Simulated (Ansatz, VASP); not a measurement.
## Pd in VASP and in Ansatz

```xyz
4
Lattice="2.8787 0.0000 0.0000 -1.4394 2.4930 0.0000 0.0000 0.0000 9.5103" Properties=species:S:1:pos:R:3 pbc="T T T"
Pd    0.0000    0.0000    0.0000
Pd    2.8787    0.0000    4.7551
Pd    0.0000    1.6620    2.3776
Pd    1.4394    0.8310    7.1327
```

Alike in both runs: task single point; functional BLYP; k mesh 14 × 14 × 4; occupations fermi-dirac, width 0.1 eV; no spin polarisation.

|  | VASP | Ansatz |
| --- | --- | --- |
| version | VASP 6.6.1 | Ansatz 0.2.0 |
| potentials or method | VASP PAW PBE potentials, release 64 (Pd), cutoff 520 eV | plane waves (420 eV) with PAW, scalar-relativistic |
| valence electrons in the cell | 40 | 72 |

```tsv
	VASP	Ansatz	Ansatz less VASP
pressure (GPa)	-4.4	-4.6	-0.25
traceless stress, the component that is largest in VASP (GPa)	-0.29	-0.27	+0.024
```

VASP's potentials were made for PBE, not for BLYP. With one functional, cell and mesh, what is left measures potentials, basis and numerics. VASP's potentials hold 40 valence electrons a cell and Ansatz's 72, so a difference there can come from the potentials and not from the codes.
